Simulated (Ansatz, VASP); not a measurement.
**Two plane-wave programs on Ge**

```
Ge
1.0
     7.90050    0.00000    0.00000
    -3.95025    6.84203    0.00000
     0.00000    0.00000    5.51827
Ge
12
Cartesian
  2.2928 0.0000 0.0000
  -1.1464 1.9856 3.6788
  2.8038 4.8564 1.8394
  5.6077 0.0000 2.7591
  -2.8038 4.8564 0.9197
  1.1464 1.9856 4.5986
  0.0000 5.5844 4.1387
  -0.8860 4.0498 2.2993
  0.8860 4.0498 0.4599
  3.9502 1.2576 1.3796
  4.8362 2.7922 5.0584
  3.0643 2.7922 3.2190
```

Alike in both runs: functional PBE; k mesh 6 × 6 × 6; occupations gaussian, width 0.02 eV; no spin polarisation.

Ansatz relaxed the structure, and its values are those at the end. VASP's run is a single point on that final structure, the one shown.

|  | VASP | Ansatz |
| --- | --- | --- |
| version | VASP 6.6.1 | Ansatz 0.2.0 |
| potentials or method | VASP PAW PBE potentials, release 64 (Ge_d), cutoff 520 eV | scalar-relativistic, plane waves, PAW |
| valence electrons in the cell | 168 | 168 |

VASP gave:

```
gap on the k mesh at the Fermi level (eV) : 0.39
least direct gap on the mesh (eV)         : 0.39
pressure (GPa)                            : -0.1
```

**Question.** Which values does Ansatz return?

**Answer.** gap on the k mesh at the Fermi level (eV): 0.39; least direct gap on the mesh (eV): 0.39; pressure (GPa): 0.0.

With one functional, cell and mesh, what is left measures potentials, basis and numerics.
